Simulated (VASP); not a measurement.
# Sn2TeO3 (Amm2) in VASP: a series of runs

Sn2TeO3 is run at these levels: PBE, r2SCAN; tasks: single point, relaxation of cell and atoms.

Program: VASP 6.6.1. These are calculated values, not measurements. Logs are shortened: lines on timing, memory, paths and dates and some standing lists are left out, and cuts for length are marked.

## 1. The cell of the first run

It takes space group Amm2 (No. 38, orthorhombic). The conventional cell has a = 3.229 Å, b = 7.078 Å, c = 9.128 Å, α = 90.00°, β = 90.00°, γ = 90.00°. Sn (site symmetry mm2) has 5 O at 2.12 to 2.16 Å within 2.8 Å. Within 2.8 Å of Sn (site symmetry mm2) lie 4 O at 2.14 to 2.31 Å. Within 4.0 Å of Te (site symmetry mm2) lie 5 Sn at 2.99 to 3.85 Å and 2 Te at 3.23 Å and 11 O at 3.30 to 3.92 Å. Within 2.8 Å of O (site symmetry m) lie 3 Sn at 2.12 to 2.31 Å and 1 O at 2.66 Å. O (site symmetry mm2) has 3 Sn at 2.14 to 2.16 Å within 2.8 Å.

## 2. Single point, PBE

Contents of INCAR:

```
SYSTEM = Sn2TeO3
PREC     = Accurate       ! precision mode
ENCUT    = 520            ! plane-wave cutoff, eV
EDIFF    = 1E-7           ! SCF threshold, eV
ISMEAR   = 0              ! smearing method
SIGMA    = 0.15           ! smearing width, eV
LREAL    = .False.        ! projectors in reciprocal space
LASPH    = .True.         ! aspherical terms in the spheres
NELM     = 80             ! most SCF steps
ALGO     = Normal         ! electronic algorithm
ISIF     = 2              ! what is computed and relaxed
LWAVE    = .False.        ! write WAVECAR
LCHARG   = .False.        ! write CHGCAR
GGA      = PE             ! functional
NBANDS   = 35             ! bands
```

Contents of KPOINTS:

```
regular mesh
0
Gamma
  3 2 2
  0 0 0
```

Contents of POSCAR:

```
Sn2TeO3
1.0
    3.2289814865      0.0000000000      0.0000000000
    0.0000000000      3.5388025218      4.5637578517
    0.0000000000     -3.5388025218      4.5637578517
Sn Te O
2 1 3
Direct
    0.0000000000      0.0426448340      0.0426448340
    0.5000000000      0.4334773294      0.4334773294
    0.0000000000      0.7091351847      0.7091351847
    0.5000000000      0.1955338200      0.8195420368
    0.5000000000      0.8195420368      0.1955338200
    0.0000000000      0.2796667951      0.2796667951
```

Potentials or basis: VASP PAW PBE potentials, release 64 (Sn_d, Te, O).

Run with:

```sh
$ cat potpaw_PBE.64/Sn_d/POTCAR potpaw_PBE.64/Te/POTCAR potpaw_PBE.64/O/POTCAR > POTCAR
$ mpirun -np 1 vasp_std > vasp.out
```

OUTCAR:

```text
SYSTEM = Sn2TeO3
   PREC = Accurate
   ENCUT = 520
   EDIFF = 1E-7
   ISMEAR = 0
   LREAL = .False.
   LASPH = .True.
   NELM = 80
   ISIF = 2
   GGA = PE

 ion  position               nearest neighbor table
   1  0.000  0.043  0.043-   4 2.12   5 2.12   4 2.12   5 2.12   6 2.16   3 3.04
   2  0.500  0.433  0.433-   6 2.14   6 2.14   4 2.31   5 2.31   3 2.99   3 2.99
   3  0.000  0.709  0.709-   2 2.99   2 2.99   1 3.04
   4  0.500  0.196  0.820-   1 2.12   1 2.12   2 2.31
   5  0.500  0.820  0.196-   1 2.12   1 2.12   2 2.31
   6  0.000  0.280  0.280-   2 2.14   2 2.14   1 2.16

  LATTYP: Found a base centered orthorhombic cell.
 ALAT       =     7.0776050436
 B/A-ratio  =     1.2896333784
 C/A-ratio  =     0.4562251590

  Lattice vectors:

 A1 = (   0.0000000000,   3.5388025218,  -4.5637578517)
 A2 = (   0.0000000000,   3.5388025218,   4.5637578517)
 A3 = (   3.2289814865,   0.0000000000,   0.0000000000)

Analysis of symmetry for initial positions (statically):
=====================================================================
 Subroutine PRICEL returns:
 Original cell was already a primitive cell.

 Routine SETGRP: Setting up the symmetry group for a
 base centered orthorhombic supercell.

 Subroutine GETGRP returns: Found  4 space group operations
 (whereof  4 operations were pure point group operations)
 out of a pool of  8 trial point group operations.

The static configuration has the point symmetry C_2v.

Analysis of symmetry for dynamics (positions and initial velocities):
=====================================================================
 Subroutine PRICEL returns:
 Original cell was already a primitive cell.

 Routine SETGRP: Setting up the symmetry group for a
 base centered orthorhombic supercell.

 Subroutine GETGRP returns: Found  4 space group operations
 (whereof  4 operations were pure point group operations)
 out of a pool of  8 trial point group operations.

The dynamic configuration has the point symmetry C_2v.

 Subroutine INISYM returns: Found  4 space group operations
 (whereof  4 operations are pure point group operations),
 and found     1 'primitive' translations

----------------------------------------------------------------------------------------

                                     Primitive cell

  volume of cell :     104.2976

  direct lattice vectors                    reciprocal lattice vectors
     3.228981486  0.000000000  0.000000000     0.309695179  0.000000000  0.000000000
     0.000000000  3.538802522  4.563757852     0.000000000  0.141290732  0.109558836
     0.000000000 -3.538802522  4.563757852     0.000000000 -0.141290732  0.109558836

  length of vectors
     3.228981486  5.775033248  5.775033248     0.309695179  0.178790966  0.178790966

  position of ions in fractional coordinates (direct lattice)
     0.000000000  0.042644834  0.042644834
     0.500000000  0.433477329  0.433477329
     0.000000000  0.709135185  0.709135185
     0.500000000  0.195533820  0.819542037
     0.500000000  0.819542037  0.195533820
     0.000000000  0.279666795  0.279666795

  ion indices of the primitive-cell ions
   primitive index   ion index
                 1           1
                 2           2
                 3           3
                 4           4
                 5           5
                 6           6

----------------------------------------------------------------------------------------

 KPOINTS: regular mesh

Automatic generation of k-mesh.
 Grid dimensions read from file:
 generate k-points for:    3    2    2

 Generating k-lattice:

  Cartesian coordinates                     Fractional coordinates (reciprocal lattice)
     0.103231726  0.000000000  0.000000000     0.333333333  0.000000000  0.000000000
     0.000000000  0.070645366  0.054779418     0.000000000  0.500000000 -0.000000000
     0.000000000 -0.070645366  0.054779418     0.000000000 -0.000000000  0.500000000

  Length of vectors
     0.103231726  0.089395483  0.089395483

  Shift w.r.t. Gamma in fractional coordinates (k-lattice)
     0.000000000  0.000000000  0.000000000

 Subroutine IBZKPT returns following result:
 ===========================================

 Found      6 irreducible k-points:

 Following reciprocal coordinates:
            Coordinates               Weight
  0.000000  0.000000  0.000000      1.000000
  0.333333  0.000000  0.000000      2.000000
  0.000000  0.500000 -0.000000      2.000000
  0.333333  0.500000 -0.000000      4.000000
  0.000000  0.500000  0.500000      1.000000
  0.333333  0.500000  0.500000      2.000000
   k-points           NKPTS =      6   k-points in BZ     NKDIM =      6   number of bands    NBANDS=     35
   number of dos      NEDOS =    301   number of ions     NIONS =      6
   total plane-waves  NPLWV =  55296
   dimension x,y,z NGX =    24 NGY =   48 NGZ =   48
   dimension x,y,z NGXF=    48 NGYF=   96 NGZF=   96
   ions per type =               2   1   3
   NGX,Y,Z   is equivalent  to a cutoff of  12.36, 13.82, 13.82 a.u.
   NGXF,Y,Z  is equivalent  to a cutoff of  24.71, 27.64, 27.64 a.u.
 SYSTEM =  Sn2TeO3
   PREC   = accura    normal or accurate (medium, high low for compatibility)
   ISTART =      0    job   : 0-new  1-cont  2-samecut
   ICHARG =      2    charge: 1-file 2-atom 10-const
   ISPIN  =      1    spin polarized calculation?
   LNONCOLLINEAR =      F non collinear calculations
   LSORBIT =      F    spin-orbit coupling
   LASPH  =      T    aspherical Exc in radial PAW
   ENCUT  =  520.0 eV  38.22 Ry    6.18 a.u.   6.00 10.74 10.74*2*pi/ulx,y,z
   NELM   =     80;   NELMIN=  2; NELMDL= -5     # of ELM steps
   EDIFF  = 0.1E-06   stopping-criterion for ELM
   LREAL  =      F    real-space projection
   EDIFFG = 0.1E-05   stopping-criterion for IOM
   NSW    =      0    number of steps for IOM
   IBRION =     -1    ionic relax: 0-MD 1-quasi-New 2-CG
   NFREE  =      0    steps in history (QN), initial steepest desc. (CG)
   ISIF   =      2    stress and relaxation
   ISYM   =      2    0-nonsym 1-usesym 2-fastsym
   POTIM  = 0.5000    time-step for ionic-motion
   TEBEG  =    0.0;   TEEND  =   0.0 temperature during run
   PSTRESS=    0.0 pullay stress
   NELECT =      52.0000    total number of electrons
   NUPDOWN=      -1.0000    fix difference up-down
   EMIN   =  10.00;   EMAX   =-10.00  energy-range for DOS
   EFERMI =   0.00;   METHOD = LEGACY
   ISMEAR =     0;   SIGMA  =   0.15  broadening in eV -4-tet -1-fermi 0-gaus
   EFERMI_NEDOS =   21; number of points for ismear=-14 and -15
   IALGO  =     38    algorithm
   IMIX   =      4    mixing-type and parameters
     AMIX     =   0.40;   BMIX     =  1.00
     AMIX_MAG =   1.60;   BMIX_MAG =  1.00
  volume/ion in A,a.u.               =      17.38       117.31
  Fermi-wavevector in a.u.,A,eV,Ry     =   1.298129  2.453108 22.927700  1.685138
  Thomas-Fermi vector in A             =   2.429477
   LORBIT       =      0    0 simple, 1 ext, 2 COOP (PROOUT), +10 PAW based schemes
   GGA     = PE    functional components
   LHFCALC =     F    Hartree Fock is set to
   AEXX    =    0.0000 exact exchange contribution
   IVDW    =     0    specifies the selected vdW correction
   LEPSILON=     F    determine dielectric tensor
   LRPA    =     F    only Hartree local field effects (RPA)
 non-spin polarized calculation
 Gauss-broadening in eV      SIGMA  =   0.15
  energy-cutoff  :      520.00
  volume of cell :      104.30
 maximum number of plane-waves:      2822
   NGX = 13   NGY = 21   NGZ = 21

 number of electron      52.0000002 magnetization

 Free energy of the ion-electron system (eV)
  ---------------------------------------------------
  ext. energy  EPLUGINS =         0.00000000
  ---------------------------------------------------
  free energy    TOTEN  =       -31.23605074 eV

  energy without entropy =      -31.19968215  energy(sigma->0) =      -31.21786644

 E-fermi :   6.9432     XC(G=0): -10.3073

 val. band max:        6.9180003469   @ k =   0.0000   0.5000   0.5000
 cond. band min:       6.9625520216   @ k =   0.0000   0.5000  -0.0000
 fundamental gap:      0.0445516748
 Fermi energy:         6.9431796309

 k-point     1 :       0.0000    0.0000    0.0000
  band No.  band energies     occupation
      1     -15.7537      2.00000
      2     -15.4587      2.00000
      3     -15.2715      2.00000
      4     -15.2649      2.00000
      5     -15.2409      2.00000
      6     -15.2249      2.00000
[... 27 lines left out ...]
     34      14.6743      0.00000
     35      15.2187      0.00000

 k-point     2 :       0.3333    0.0000    0.0000
  band No.  band energies     occupation
      1     -15.6679      2.00000
      2     -15.6113      2.00000
      3     -15.3683      2.00000
      4     -15.2793      2.00000
      5     -15.2715      2.00000
      6     -15.2153      2.00000
[... 27 lines left out ...]
     34      13.9556      0.00000
     35      14.6272      0.00000

 k-point     3 :       0.0000    0.5000   -0.0000
  band No.  band energies     occupation
      1     -15.6943      2.00000
      2     -15.5283      2.00000
      3     -15.2899      2.00000
      4     -15.2650      2.00000
      5     -15.2316      2.00000
      6     -15.2218      2.00000
[... 27 lines left out ...]
     34      14.4895      0.00000
     35      14.9983      0.00000

 k-point     4 :       0.3333    0.5000   -0.0000
  band No.  band energies     occupation
      1     -15.6751      2.00000
      2     -15.6208      2.00000
      3     -15.3398      2.00000
      4     -15.2783      2.00000
      5     -15.2668      2.00000
      6     -15.2231      2.00000
[... 27 lines left out ...]
     34      13.9808      0.00000
     35      14.5587      0.00000

 k-point     5 :       0.0000    0.5000    0.5000
  band No.  band energies     occupation
      1     -15.6556      2.00000
      2     -15.5728      2.00000
      3     -15.2874      2.00000
      4     -15.2648      2.00000
      5     -15.2464      2.00000
      6     -15.2253      2.00000
[... 27 lines left out ...]
     34      14.4715      0.00000
     35      14.5803      0.00000

 k-point     6 :       0.3333    0.5000    0.5000
  band No.  band energies     occupation
      1     -15.6454      2.00000
      2     -15.6104      2.00000
      3     -15.3849      2.00000
      4     -15.2870      2.00000
      5     -15.2783      2.00000
      6     -15.2147      2.00000
[... 27 lines left out ...]
     34      14.2310      0.00000
     35      14.4838      0.00000

------------------------ aborting loop because EDIFF is reached ----------------------------------------

  FORCE on cell =-STRESS in cart. coord.  units (eV):
  Direction    XX          YY          ZZ          XY          YZ          ZX
  --------------------------------------------------------------------------------------
  -------------------------------------------------------------------------------------
  Total        0.2709138      0.2431146      0.3288842      0.0000000      0.0000000      0.0000000
  in kB        4.1616654      3.7346260      5.0521830      0.0000000      0.0000000      0.0000000
  external PRESSURE =       4.3161581 kB  Pullay stress =       0.0000000 kB

 VOLUME and BASIS-vectors are now :
 -----------------------------------------------------------------------------
  energy-cutoff  :      520.00
  volume of cell :      104.30
      direct lattice vectors                 reciprocal lattice vectors
     3.228981486  0.000000000  0.000000000     0.309695179  0.000000000  0.000000000
     0.000000000  3.538802522  4.563757852     0.000000000  0.141290732  0.109558836
     0.000000000 -3.538802522  4.563757852     0.000000000 -0.141290732  0.109558836

 POSITION                                       TOTAL-FORCE (eV/Angst)
 -----------------------------------------------------------------------------------
      0.00000      0.00000      0.38924         0.000000      0.000000      0.028508
      1.61449      0.00000      3.95657         0.000000      0.000000      0.027566
      0.00000      0.00000      6.47264         0.000000      0.000000      0.013141
      1.61449     -2.20824      4.63256         0.000000     -0.027453     -0.010684
      1.61449      2.20824      4.63256         0.000000      0.027453     -0.010684
      0.00000      0.00000      2.55266         0.000000      0.000000     -0.047846
 -----------------------------------------------------------------------------------
    total drift:                                0.000000      0.000000      0.000850

  FREE ENERGIE OF THE ION-ELECTRON SYSTEM (eV)
  ---------------------------------------------------
  free  energy   TOTEN  =       -31.2360507386 eV

  energy  without entropy=      -31.1996821486  energy(sigma->0) =      -31.21786644
```

Run time: 25 s. Hardware: 1 thread of Intel Xeon Platinum 8259CL at 2.50GHz (Skylake/Cascade Lake), shared host; peak memory 0.22 GiB.

What came out:

```yaml
Free_energy: -31.2361 eV
Pressure: 0.4 GPa
Largest_force: 0.048 eV/Å
Band_gap_on_the_k_mesh: zero (bands 26 and 27 overlap by 0.15 eV)
```

Forces on the atoms (eV/Å):
```
Sn   0.000  0.000  0.029
Sn   0.000  0.000  0.028
Te   0.000  0.000  0.013
O    0.000 -0.027 -0.011
O    0.000  0.027 -0.011
O    0.000  0.000 -0.048
```

Levels at points of the mesh, in eV from the Fermi level:
| k point | band 22 | band 23 | band 24 | band 25 | band 26 | band 27 | band 28 | band 29 | band 30 | band 31 |
| --- | --- | --- | --- | --- | --- | --- | --- | --- | --- | --- |
| (0.00, 0.00, 0.00) | -3.05 | -2.97 | -2.86 | -1.30 | -0.30 | 1.88 | 2.56 | 2.60 | 3.31 | 6.22 |
| (0.00, 0.50, 0.00) | -3.01 | -3.00 | -2.58 | -1.15 | 0.02 | 0.51 | 2.51 | 3.90 | 4.42 | 5.14 |
| (0.00, 0.50, 0.50) | -3.13 | -2.98 | -2.97 | -1.19 | -0.03 | 1.61 | 2.44 | 3.94 | 4.46 | 5.88 |

Caveat: the k points lie up to 0.65 Å⁻¹ apart; semilocal functionals underestimate gaps, so a narrow gap can read as zero; spin-orbit coupling is left out, which moves the levels of the heavy elements.

(Continued in part 2 of 2.)
